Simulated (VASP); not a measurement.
# TlB (I4/mmm) in VASP: notebook

TlB is run at these levels: r2SCAN; tasks: single point.

All numbers are computed with VASP 6.6.1; they aren't measurements. Logs are shortened: lines on timing, memory, paths and dates and some standing lists are left out, and cuts for length are marked.

## Step 1: The cell of the first run

The structure is tetragonal, space group I4/mmm (No. 139). Conventional cell: a = 4.275 Å, b = 4.275 Å, c = 4.686 Å, α = 90.00°, β = 90.00°, γ = 90.00°. Within 3.1 Å of Tl (site symmetry 4/mmm) lie 6 B at 2.34 to 3.02 Å. B (site symmetry 4/mmm) has 6 Tl at 2.34 to 3.02 Å within 3.1 Å.

## Step 2: Single point, r2SCAN

POSCAR

```
TlB
1.0
   -2.1374878100      2.1374878100      2.3428653300
    2.1374878100     -2.1374878100      2.3428653300
    2.1374878100      2.1374878100     -2.3428653300
Tl B
1 1
Direct
    0.5000000000      0.5000000000      0.0000000000
    0.0000000000      0.0000000000      0.0000000000
```

INCAR.step1

```
SYSTEM = TlB
ALGO = Normal ; EDIFF = 1E-5
ENCUT = 550 ; GGA = PE
GGA_COMPAT = .False. ; ISMEAR = -1
LASPH = .True. ; LCHARG = .False.
LREAL = .False. ; LWAVE = .True.
NBANDS = 15 ; NELM = 120
PREC = Accurate ; SIGMA = 0.05
```

INCAR.step2

```
SYSTEM = TlB
ALGO = Normal ; EDIFF = 1E-6
ENCUT = 550 ; GGA_COMPAT = .False.
ISIF = 2 ; ISMEAR = -1
ISTART = 1 ; LASPH = .True.
LCHARG = .False. ; LMIXTAU = .True.
LREAL = .False. ; LWAVE = .False.
METAGGA = R2SCAN ; NBANDS = 15
NELM = 120 ; PREC = Accurate
SIGMA = 0.05
```

KPOINTS

```
k-points
0
Gamma
  7 7 7
  0 0 0
```

Potentials or basis: VASP PAW PBE potentials, release 64 (Tl_d, B).

Run with:

```sh
$ cat potpaw_PBE.64/Tl_d/POTCAR potpaw_PBE.64/B/POTCAR > POTCAR
$ cp INCAR.step1 INCAR
$ mpirun -np 1 vasp_std > vasp.out
$ cp INCAR.step2 INCAR
$ mpirun -np 1 vasp_std > vasp.out
```

OUTCAR:

```text
SYSTEM = TlB
   EDIFF = 1E-6
   ENCUT = 550
   ISIF = 2
   ISMEAR = -1
   ISTART = 1
   LASPH = .True.
   LREAL = .False.
   METAGGA = R2SCAN
   NELM = 120
   PREC = Accurate

 ion  position               nearest neighbor table
   1  0.500  0.500  0.000-   2 2.34   2 2.34   2 3.02   2 3.02   2 3.02   2 3.02
   2  0.000  0.000  0.000-   1 2.34   1 2.34   1 3.02   1 3.02   1 3.02   1 3.02

  LATTYP: Found a body centered tetragonal cell.
 ALAT       =     4.2749756200
 C/A-ratio  =     1.0960835982

  Lattice vectors:

 A1 = (  -2.1374878100,   2.1374878100,   2.3428653300)
 A2 = (   2.1374878100,  -2.1374878100,   2.3428653300)
 A3 = (   2.1374878100,   2.1374878100,  -2.3428653300)

Analysis of symmetry for initial positions (statically):
=====================================================================
 Subroutine PRICEL returns:
 Original cell was already a primitive cell.

 Routine SETGRP: Setting up the symmetry group for a
 body centered tetragonal supercell.

 Subroutine GETGRP returns: Found 16 space group operations
 (whereof 16 operations were pure point group operations)
 out of a pool of 16 trial point group operations.

The static configuration has the point symmetry D_4h.

Analysis of symmetry for dynamics (positions and initial velocities):
=====================================================================
 Subroutine PRICEL returns:
 Original cell was already a primitive cell.

 Routine SETGRP: Setting up the symmetry group for a
 body centered tetragonal supercell.

 Subroutine GETGRP returns: Found 16 space group operations
 (whereof 16 operations were pure point group operations)
 out of a pool of 16 trial point group operations.

The dynamic configuration has the point symmetry D_4h.

 Subroutine INISYM returns: Found 16 space group operations
 (whereof 16 operations are pure point group operations),
 and found     1 'primitive' translations

----------------------------------------------------------------------------------------

                                     Primitive cell

  volume of cell :      42.8168

  direct lattice vectors                    reciprocal lattice vectors
    -2.137487810  2.137487810  2.342865330     0.000000000  0.233919463  0.213413888
     2.137487810 -2.137487810  2.342865330     0.233919463  0.000000000  0.213413888
     2.137487810  2.137487810 -2.342865330     0.233919463  0.233919463  0.000000000

  length of vectors
     3.824490323  3.824490323  3.824490323     0.316644600  0.316644600  0.330812077

  position of ions in fractional coordinates (direct lattice)
     0.500000000  0.500000000  0.000000000
     0.000000000  0.000000000  0.000000000

  ion indices of the primitive-cell ions
   primitive index   ion index
                 1           1
                 2           2

----------------------------------------------------------------------------------------

 KPOINTS: k-points

Automatic generation of k-mesh.
 Grid dimensions read from file:
 generate k-points for:    7    7    7

 Generating k-lattice:

  Cartesian coordinates                     Fractional coordinates (reciprocal lattice)
     0.000000000  0.033417066  0.030487698     0.142857143  0.000000000  0.000000000
     0.033417066  0.000000000  0.030487698     0.000000000  0.142857143  0.000000000
     0.033417066  0.033417066  0.000000000     0.000000000  0.000000000  0.142857143

  Length of vectors
     0.045234943  0.045234943  0.047258868

  Shift w.r.t. Gamma in fractional coordinates (k-lattice)
     0.000000000  0.000000000  0.000000000

 Subroutine IBZKPT returns following result:
 ===========================================

 Found     40 irreducible k-points:

 Following reciprocal coordinates:
            Coordinates               Weight
  0.000000  0.000000  0.000000      1.000000
  0.142857  0.000000  0.000000      8.000000
  0.285714 -0.000000  0.000000      8.000000
  0.428571 -0.000000  0.000000      8.000000
  0.142857  0.142857  0.000000      8.000000
  0.285714  0.142857  0.000000     16.000000
[... 16 lines left out ...]
 -0.142857  0.285714  0.142857      8.000000
 -0.428571  0.428571  0.142857      8.000000
 [... further k-points ...]
   k-points           NKPTS =     40   k-points in BZ     NKDIM =     40   number of bands    NBANDS=     15
   number of dos      NEDOS =    301   number of ions     NIONS =      2
   total plane-waves  NPLWV =  27000
   dimension x,y,z NGX =    30 NGY =   30 NGZ =   30
   dimension x,y,z NGXF=    60 NGYF=   60 NGZF=   60
   ions per type =               1   1
   NGX,Y,Z   is equivalent  to a cutoff of  13.04, 13.04, 13.04 a.u.
   NGXF,Y,Z  is equivalent  to a cutoff of  26.08, 26.08, 26.08 a.u.
 SYSTEM =  TlB
   PREC   = accura    normal or accurate (medium, high low for compatibility)
   ISTART =      1    job   : 0-new  1-cont  2-samecut
   ICHARG =      0    charge: 1-file 2-atom 10-const
   ISPIN  =      1    spin polarized calculation?
   LNONCOLLINEAR =      F non collinear calculations
   LSORBIT =      F    spin-orbit coupling
   LASPH  =      T    aspherical Exc in radial PAW
   ENCUT  =  550.0 eV  40.42 Ry    6.36 a.u.   7.31  7.31  7.31*2*pi/ulx,y,z
   NELM   =    120;   NELMIN=  2; NELMDL=  0     # of ELM steps
   EDIFF  = 0.1E-05   stopping-criterion for ELM
   LREAL  =      F    real-space projection
[... 7 lines left out ...]
   TEBEG  =    0.0;   TEEND  =   0.0 temperature during run
   PSTRESS=    0.0 pullay stress
   NELECT =      16.0000    total number of electrons
   NUPDOWN=      -1.0000    fix difference up-down
   EMIN   =  10.00;   EMAX   =-10.00  energy-range for DOS
   EFERMI =   0.00;   METHOD = LEGACY
   ISMEAR =    -1;   SIGMA  =   0.05  broadening in eV -4-tet -1-fermi 0-gaus
   EFERMI_NEDOS =   21; number of points for ismear=-14 and -15
   IALGO  =     38    algorithm
   IMIX   =      4    mixing-type and parameters
     AMIX     =   0.40;   BMIX     =  1.00
     AMIX_MAG =   1.60;   BMIX_MAG =  1.00
  volume/ion in A,a.u.               =      21.41       144.47
  Fermi-wavevector in a.u.,A,eV,Ry     =   1.179171  2.228309 18.918128  1.390443
  Thomas-Fermi vector in A             =   2.315486
   LORBIT       =      0    0 simple, 1 ext, 2 COOP (PROOUT), +10 PAW based schemes
   METAGGA = R2SCAN    functional components
   LHFCALC =     F    Hartree Fock is set to
   AEXX    =    0.0000 exact exchange contribution
   IVDW    =     0    specifies the selected vdW correction
   LEPSILON=     F    determine dielectric tensor
   LRPA    =     F    only Hartree local field effects (RPA)
 non-spin polarized calculation
  energy-cutoff  :      550.00
  volume of cell :       42.82
 maximum number of plane-waves:      1277
 NGX is ok and might be reduce to    30
   NGX = 15   NGY = 15   NGZ = 15

 number of electron      15.9999996 magnetization

 Free energy of the ion-electron system (eV)
  ---------------------------------------------------
  ext. energy  EPLUGINS =         0.00000000
  ---------------------------------------------------
  free energy    TOTEN  =       -57.24079442 eV

  energy without entropy =      -57.23032381  energy(sigma->0) =      -57.23555912

 E-fermi :   4.7133     XC(G=0): -10.4404

 val. band max:        4.6186457352   @ k =  -0.4286  -0.4286   0.1429
 cond. band min:       4.7468143031   @ k =  -0.4286   0.1429  -0.0000
 fundamental gap:      0.1281685679
 Fermi energy:         4.7132755728

 k-point     1 :       0.0000    0.0000    0.0000
  band No.  band energies     occupation
      1      -7.6502      2.00000
      2      -7.2276      2.00000
      3      -7.2276      2.00000
      4      -7.1761      2.00000
      5      -7.0351      2.00000
      6      -5.8102      2.00000
      7       4.2461      1.99983
      8       6.3958      0.00000
      9       6.3958      0.00000
     10       7.0963      0.00000
     11      12.2436      0.00000
     12      12.2436      0.00000
     13      15.6877      0.00000
     14      15.7185      0.00000
     15      15.7185      0.00000

 k-point     2 :       0.1429    0.0000    0.0000
  band No.  band energies     occupation
      1      -7.6071      2.00000
      2      -7.2299      2.00000
      3      -7.2195      2.00000
      4      -7.1465      2.00000
      5      -7.0403      2.00000
      6      -5.5771      2.00000
      7       3.1376      2.00000
      8       6.1046      0.00000
      9       6.3564      0.00000
     10       8.3699      0.00000
     11      10.7578      0.00000
     12      11.1638      0.00000
     13      14.5709      0.00000
     14      16.0985      0.00000
     15      16.4970      0.00000

 k-point     3 :       0.2857   -0.0000    0.0000
  band No.  band energies     occupation
      1      -7.5544      2.00000
      2      -7.2734      2.00000
      3      -7.2244      2.00000
      4      -7.0404      2.00000
      5      -7.0380      2.00000
      6      -4.7692      2.00000
      7       0.9480      2.00000
      8       6.2780      0.00000
      9       6.3064      0.00000
     10       8.9638      0.00000
     11       9.6785      0.00000
     12       9.9465      0.00000
     13      14.6469      0.00000
     14      15.7993      0.00000
     15      18.1229      0.00000

 k-point     4 :       0.4286   -0.0000    0.0000
  band No.  band energies     occupation
      1      -7.5424      2.00000
      2      -7.3116      2.00000
      3      -7.2485      2.00000
      4      -7.0284      2.00000
      5      -6.9441      2.00000
      6      -3.3258      2.00000
      7      -1.3264      2.00000
      8       6.2259      0.00000
      9       6.5311      0.00000
     10       8.0123      0.00000
     11       8.8083      0.00000
     12      11.3564      0.00000
     13      14.0031      0.00000
     14      15.8773      0.00000
     15      17.9574      0.00000
[... 307 lines left out ...]
 k-point    22 :      -0.2857    0.2857    0.1429
  band No.  band energies     occupation
      1      -7.7583      2.00000
      2      -7.2173      2.00000
      3      -7.1383      2.00000
      4      -7.0573      2.00000
      5      -7.0445      2.00000
      6      -4.2241      2.00000
      7       3.0888      2.00000
      8       3.5878      2.00000
      9       4.4182      1.99455
     10       7.0467      0.00000
     11      10.2181      0.00000
     12      11.8877      0.00000
     13      13.3700      0.00000
     14      16.9171      0.00000
     15      18.0976      0.00000

 k-point    23 :      -0.1429    0.2857    0.1429
  band No.  band energies     occupation
      1      -7.6894      2.00000
      2      -7.2174      2.00000
      3      -7.1820      2.00000
      4      -7.0526      2.00000
      5      -7.0467      2.00000
      6      -4.2830      2.00000
      7       1.4872      2.00000
      8       5.1186      0.00060
      9       5.7060      0.00000
     10       7.0421      0.00000
     11      10.0383      0.00000
     12      10.2758      0.00000
     13      14.1554      0.00000
     14      17.3042      0.00000
     15      18.0989      0.00000

 k-point    24 :      -0.4286    0.4286    0.1429
  band No.  band energies     occupation
      1      -7.8549      2.00000
      2      -7.2389      2.00000
      3      -7.0993      2.00000
      4      -7.0469      2.00000
      5      -6.9493      2.00000
      6      -2.8807      2.00000
      7       1.6442      2.00000
      8       2.6328      2.00000
      9       3.3456      2.00000
     10       6.9324      0.00000
     11      10.6776      0.00000
     12      13.0235      0.00000
     13      13.0702      0.00000
     14      17.3751      0.00000
     15      17.8472      0.00000

 [... further k-points ...]

------------------------ aborting loop because EDIFF is reached ----------------------------------------

  FORCE on cell =-STRESS in cart. coord.  units (eV):
  Direction    XX          YY          ZZ          XY          YZ          ZX
  --------------------------------------------------------------------------------------
  -------------------------------------------------------------------------------------
  Total       -1.5987448     -1.5987448     -1.3123425      0.0000000     -0.0000000      0.0000000
  in kB      -59.8239537    -59.8239537    -49.1069724      0.0000000     -0.0000000      0.0000000
  external PRESSURE =     -56.2516266 kB  Pullay stress =       0.0000000 kB

 VOLUME and BASIS-vectors are now :
 -----------------------------------------------------------------------------
  energy-cutoff  :      550.00
  volume of cell :       42.82
      direct lattice vectors                 reciprocal lattice vectors
    -2.137487810  2.137487810  2.342865330     0.000000000  0.233919463  0.213413888
     2.137487810 -2.137487810  2.342865330     0.233919463  0.000000000  0.213413888
     2.137487810  2.137487810 -2.342865330     0.233919463  0.233919463  0.000000000

 POSITION                                       TOTAL-FORCE (eV/Angst)
 -----------------------------------------------------------------------------------
      0.00000      0.00000      2.34287        -0.000000      0.000000     -0.000000
      0.00000      0.00000      0.00000         0.000000     -0.000000      0.000000
 -----------------------------------------------------------------------------------
    total drift:                                0.000000     -0.000000      0.000000

  FREE ENERGIE OF THE ION-ELECTRON SYSTEM (eV)
  ---------------------------------------------------
  free  energy   TOTEN  =       -57.2407944237 eV

  energy  without entropy=      -57.2303238080  energy(sigma->0) =      -57.23555912
```

Run time: 2.3 min. Hardware: 1 thread of Oxide Virtual Turin-like, shared host; peak memory 0.15 GiB.

Results:

| Item | Value |
| --- | --- |
| Free energy | -57.2408 eV |
| Pressure | -5.6 GPa |
| Band gap on the k mesh | zero (bands 8 and 9 overlap by 3.92 eV) |

Levels at points of the mesh, in eV from the Fermi level:
```tsv
k point	band 4	band 5	band 6	band 7	band 8	band 9	band 10	band 11	band 12	band 13
(0.00, 0.00, 0.00)	-11.89	-11.75	-10.52	-0.47	1.68	1.68	2.38	7.53	7.53	10.97
```

Caveat: the cell stands under tension; the PAW data sets were made with another functional, which shifts forces and pressure a little; spin-orbit coupling is left out, which moves the levels of the heavy elements.

## Step 3: Single point, r2SCAN, non-collinear spin, zero start, spin-orbit coupling

POSCAR is that of step 2.

INCAR.step1

```
SYSTEM = TlB
  ALGO = Normal
  EDIFF = 1E-5
  ENCUT = 550
  GGA = PE
  GGA_COMPAT = .FALSE.
  ISMEAR = -1
  LASPH = .TRUE.
  LCHARG = .FALSE.
  LNONCOLLINEAR = .TRUE.
  LREAL = .FALSE.
  LSORBIT = .TRUE.
  LWAVE = .TRUE.
  MAGMOM = 0 0 0 0 0 0
  NBANDS = 28
  NELM = 200
  PREC = Accurate
  SIGMA = 0.05
```

INCAR.step2

```
SYSTEM = TlB
  ALGO = Normal
  EDIFF = 1E-6
  ENCUT = 550
  GGA_COMPAT = .FALSE.
  ISIF = 2
  ISMEAR = -1
  ISTART = 1
  LASPH = .TRUE.
  LCHARG = .TRUE.
  LMIXTAU = .TRUE.
  LNONCOLLINEAR = .TRUE.
  LORBIT = 11
  LORBMOM = .TRUE.
  LREAL = .FALSE.
  LSORBIT = .TRUE.
  LVHAR = .TRUE.
  LWAVE = .FALSE.
  MAGMOM = 0 0 0 0 0 0
  METAGGA = R2SCAN
  NBANDS = 28
  NELM = 200
  PREC = Accurate
  SIGMA = 0.05
```

KPOINTS

```
k-points
0
G
  7 7 7
  0 0 0
```

Potentials or basis: VASP PAW PBE potentials, release 64 (Tl_d, B).

Run with:

```sh
$ cat potpaw_PBE.64/Tl_d/POTCAR potpaw_PBE.64/B/POTCAR > POTCAR
$ cp INCAR.step1 INCAR
$ mpirun -np 1 vasp_ncl > vasp.out
$ cp INCAR.step2 INCAR
$ mpirun -np 1 vasp_ncl > vasp.out
```

It took 21 min on 1 thread of Oxide Virtual Turin-like, shared host; peak memory 0.33 GiB.

It converged, with:

| Quantity | Value |
| --- | --- |
| Free energy | -57.5321 eV |
| Pressure | -6.2 GPa |
| Net moment | 0.00 μB per cell |
| Valence electrons inside the program's atomic spheres | Tl 11.25; B 1.49 |

Moments on the atoms (μB; x, y, z):
```
Tl  0.00 0.00 0.00
B   0.00 0.00 0.00
```

Caveat: the cell stands under tension; the PAW data sets were made with another functional, which shifts forces and pressure a little.

The gap in the log of VASP goes by the Fermi energy; the results here count the filled bands.